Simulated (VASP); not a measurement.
# P in VASP: notebook, part 2 of 2

VASP 6.6.1. The steps go on from the part before.

**3. Single point, PBE (uniaxial strain along c: -4.5 %)**

File INCAR:

```
SYSTEM = P
PREC     = Accurate       ! precision mode
ENCUT    = 520            ! plane-wave cutoff, eV
EDIFF    = 1E-7           ! SCF threshold, eV
ISMEAR   = 0              ! smearing method
SIGMA    = 0.02           ! smearing width, eV
LREAL    = .False.        ! projectors in reciprocal space
LASPH    = .True.         ! aspherical terms in the spheres
NELM     = 100            ! most SCF steps
ALGO     = Normal         ! electronic algorithm
ISIF     = 2              ! what is computed and relaxed
LWAVE    = .False.        ! write WAVECAR
LCHARG   = .False.        ! write CHGCAR
GGA      = PE             ! functional
NBANDS   = 18             ! bands
```

File KPOINTS:

```
Automatic mesh
0
Gamma
  8 1 6
  0 0 0
```

File POSCAR:

```
P
1.0
    3.3402796530      0.0000000000      0.0000000000
    0.0000000000     35.2551738442      0.0000000000
    0.0000000000      0.0000000000      4.4263957830
P
4
Direct
    0.0000000000      0.9697887610      0.5847541650
    0.0000000000      0.0302112390      0.4152458350
    0.5000000000      0.0302112390      0.0847541650
    0.5000000000      0.9697887610      0.9152458350
```

Potentials or basis: VASP PAW PBE potentials, release 64 (P).

The run is started by

```bash
$ cat potpaw_PBE.64/P/POTCAR > POTCAR
$ mpirun -np 1 vasp_std > vasp.out
```

OUTCAR:

```text
SYSTEM = P
   PREC = Accurate
   ENCUT = 520
   EDIFF = 1E-7
   ISMEAR = 0
   LREAL = .False.
   LASPH = .True.
   NELM = 100
   ISIF = 2
   GGA = PE

 ion  position               nearest neighbor table
   1  0.000  0.970  0.585-   4 2.22   4 2.22   2 2.26
   2  0.000  0.030  0.415-   3 2.22   3 2.22   1 2.26
   3  0.500  0.030  0.085-   2 2.22   2 2.22   4 2.26
   4  0.500  0.970  0.915-   1 2.22   1 2.22   3 2.26

  LATTYP: Found a simple orthorhombic cell.
 ALAT       =     3.3402796530
 B/A-ratio  =     1.3251572451
 C/A-ratio  =    10.5545575540

  Lattice vectors:

 A1 = (  -3.3402796530,   0.0000000000,   0.0000000000)
 A2 = (   0.0000000000,   0.0000000000,   4.4263957830)
 A3 = (   0.0000000000,  35.2551738442,   0.0000000000)

Analysis of symmetry for initial positions (statically):
=====================================================================
 Subroutine PRICEL returns:
 Original cell was already a primitive cell.

 Routine SETGRP: Setting up the symmetry group for a
 simple orthorhombic supercell.
[... 166 lines left out ...]

  energy without entropy =      -21.44586194  energy(sigma->0) =      -21.44586194

 E-fermi :  -3.1376     XC(G=0):  -1.7685

 val. band max:       -3.2680524884   @ k =   0.0000   0.0000   0.0000
 cond. band min:      -2.5627525142   @ k =   0.0000   0.0000   0.0000
 fundamental gap:      0.7052999742
 Fermi energy:        -3.1375801215

 k-point     1 :       0.0000    0.0000    0.0000
  band No.  band energies     occupation
      1     -18.3876      2.00000
      2     -15.8293      2.00000
      3     -12.2371      2.00000
      4      -9.0406      2.00000
      5      -7.8708      2.00000
      6      -7.8263      2.00000
[... 397 lines left out ...]
      5      -8.2986      2.00000
      6      -8.2986      2.00000
[... 10 lines left out ...]
     17       2.8527      0.00000
     18       2.8527      0.00000

------------------------ aborting loop because EDIFF is reached ----------------------------------------

  FORCE on cell =-STRESS in cart. coord.  units (eV):
  Direction    XX          YY          ZZ          XY          YZ          ZX
  --------------------------------------------------------------------------------------
  -------------------------------------------------------------------------------------
  Total       -0.2126287     -0.3204244      1.1759319      0.0000000      0.0000000      0.0000000
  in kB       -0.6535464     -0.9848731      3.6144051      0.0000000      0.0000000      0.0000000
  external PRESSURE =       0.6586619 kB  Pullay stress =       0.0000000 kB

 VOLUME and BASIS-vectors are now :
 -----------------------------------------------------------------------------
  energy-cutoff  :      520.00
  volume of cell :      521.26
      direct lattice vectors                 reciprocal lattice vectors
     3.340279653  0.000000000  0.000000000     0.299376131  0.000000000  0.000000000
     0.000000000 35.255173844  0.000000000     0.000000000  0.028364631  0.000000000
     0.000000000  0.000000000  4.426395783     0.000000000  0.000000000  0.225917439

 POSITION                                       TOTAL-FORCE (eV/Angst)
 -----------------------------------------------------------------------------------
      0.00000     34.19007      2.58835         0.000000      0.072152     -0.173507
      0.00000      1.06510      1.83804         0.000000     -0.072152      0.173507
      1.67014      1.06510      0.37516         0.000000     -0.072152     -0.173507
      1.67014     34.19007      4.05124         0.000000      0.072152      0.173507
 -----------------------------------------------------------------------------------
    total drift:                               -0.000000      0.000000      0.000000

  FREE ENERGIE OF THE ION-ELECTRON SYSTEM (eV)
  ---------------------------------------------------
  free  energy   TOTEN  =       -21.4458619354 eV

  energy  without entropy=      -21.4458619354  energy(sigma->0) =      -21.44586194
```

Wall time 4.2 min (1 thread of Intel Xeon Platinum 8488C (Sapphire Rapids), shared host); peak memory 0.63 GiB.

Results:

- Free energy: -21.4459 eV
- Largest force: 0.188 eV/Å
- Band gap on the k mesh: 0.71 eV

Forces on the atoms (eV/Å):
```
P    0.000  0.072 -0.174
P    0.000 -0.072  0.174
P    0.000 -0.072 -0.174
P    0.000  0.072  0.174
```

Caveat: the cell differs from its parent crystal (uniaxial strain along c: -4.5 %); there is no dipole correction, which matters where the two faces differ; semilocal functionals underestimate gaps, and a narrow one can read as zero.

**4. Single point, PBE (uniaxial strain along c: -3.0 %, then relaxed in part)**

File INCAR:

```
ALGO     = Normal         # electronic algorithm
EDIFF    = 1E-7           # SCF threshold, eV
ENCUT    = 520            # plane-wave cutoff, eV
GGA      = PE             # functional
ISIF     = 2              # what is computed and relaxed
ISMEAR   = 0              # smearing method
LASPH    = T              # aspherical terms in the spheres
LCHARG   = F              # write CHGCAR
LREAL    = F              # projectors in reciprocal space
LWAVE    = F              # write WAVECAR
NBANDS   = 18             # bands
NELM     = 80             # most SCF steps
PREC     = Accurate       # precision mode
SIGMA    = 0.02           # smearing width, eV
```

File KPOINTS:

```
k-points
0
Gamma
  8 1 6
```

File POSCAR:

```
P
1.0
    3.3214745468      0.0000000000      0.0000000000
    0.0000000000     35.1257168580      0.0000000000
    0.0000000000      0.0000000000      4.4959203241
P
4
Direct
    0.0000000000      0.9697887610      0.5847541650
    0.0000000000      0.0302112390      0.4152458350
    0.5000000000      0.0302112390      0.0847541650
    0.5000000000      0.9697887610      0.9152458350
```

The run is started by

```bash
$ cat potpaw_PBE.64/P/POTCAR > POTCAR
$ mpirun -np 1 vasp_std > vasp.out
```

Run time: 3.9 min. Hardware: 1 thread of Intel Xeon Platinum 8488C (Sapphire Rapids), shared host; peak memory 0.63 GiB.

It converged, with:

```
Free energy            : -21.4603 eV
Largest force          : 0.051 eV/Å
Band gap on the k mesh : 0.82 eV
```

Forces in eV/Å, atoms in the order of the input:
```
P    0.000  0.038  0.034
P    0.000 -0.038 -0.034
P    0.000 -0.038  0.034
P    0.000  0.038 -0.034
```

Levels at points of the mesh, in eV from the valence-band top:
```csv
k point,band 6,band 7,band 8,band 9,band 10,band 11,band 12,band 13,band 14,band 15
"(0.00, 0.00, 0.00)",-4.56,-3.46,-1.81,-1.76,0.00,0.82,1.53,2.62,3.35,4.39
"(0.50, 0.00, 0.00)",-4.80,-2.71,-2.71,-2.00,-2.00,1.31,1.31,2.05,2.05,3.59
"(0.00, 0.00, 0.50)",-3.01,-2.60,-2.60,-1.11,-1.11,2.02,2.02,3.48,3.48,3.61
"(0.50, 0.00, 0.50)",-4.93,-4.75,-4.75,-1.25,-1.25,2.41,2.41,4.15,4.15,5.59
```

Caveat: the cell differs from its parent crystal (uniaxial strain along c: -3.0 %, then relaxed in part); there is no dipole correction, which matters where the two faces differ.

**5. Overview**

| cell | gap on the mesh (eV) | largest force (eV/Å) |
| --- | --- | --- |
| a = 3.333, b = 35.256, c = 4.426 Å, 4 atoms, atomic positions A | 0.76 | 0.05 |
| a = 3.340, b = 35.255, c = 4.426 Å, 4 atoms, atomic positions B | 0.71 | 0.19 |
| a = 3.321, b = 35.126, c = 4.496 Å, 4 atoms, atomic positions B | 0.82 | 0.05 |

Alike in all rows: task single point; level PBE; potentials or basis VASP PAW PBE potentials, release 64 (P); no spin polarisation; k mesh 8 × 1 × 6; cutoff (eV) 520; smearing gaussian 0.02 eV.

Caveats: there is no dipole correction, which matters where the two faces differ; semilocal functionals underestimate gaps, and a narrow one can read as zero (at least some runs).

Total energies depend on the potentials used, so only differences within one code and one set of settings carry meaning.
